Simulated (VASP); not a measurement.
## BAs: single point with revPBE+D3(BJ)

The system is BAs.

```
As B
1.0
     0.00000    2.37073    2.37073
     2.37073    0.00000    2.37073
     2.37073    2.37073    0.00000
As B
1 1
Direct
  0.75000 0.75000 0.75000
  0.00000 0.00000 0.00000
```

| Item | Value |
| --- | --- |
| Program | VASP 6.6.1 |
| Task | single point |
| Functional | revPBE |
| Dispersion | D3(BJ) |
| Potentials or basis | VASP PAW PBE potentials, release 64 (As, B) |
| Cutoff | 520 eV |
| k mesh | 10 × 10 × 10 |
| Occupations | fermi-dirac, width 0.05 eV |
| Spin | no spin polarisation |
| Dipole correction | no |
| Further INCAR settings | ALGO = Normal; EDIFF = 1e-06; NBANDS = 11 |

```yaml
Pressure: 0.7 GPa
Band_gap_on_the_k_mesh: 1.17 eV, indirect (least direct gap 3.30 eV)
Dispersion_energy_per_atom: -0.666 eV
```

Levels at points of the mesh, in eV from the valence-band top:
```
           k point  band 2  band 3  band 4  band 5  band 6  band 7
(0.00, 0.00, 0.00)    0.00    0.00    0.00    3.30    3.30    3.30
(0.50, 0.00, 0.00)   -8.97   -1.86   -1.86    2.83    4.81    4.81
(0.50, 0.50, 0.00)   -8.69   -4.18   -4.18    1.40    1.46   11.63
```

Wall time 25 s on 1 thread of Intel(R) Xeon(R) Platinum 8259CL CPU @ 2.50GHz (Skylake/Cascade Lake) (shared host), peak memory 0.17 GiB.

Caveat: the PAW data sets were made with another functional, which shifts forces and pressure a little. A k mesh can miss the band edges.
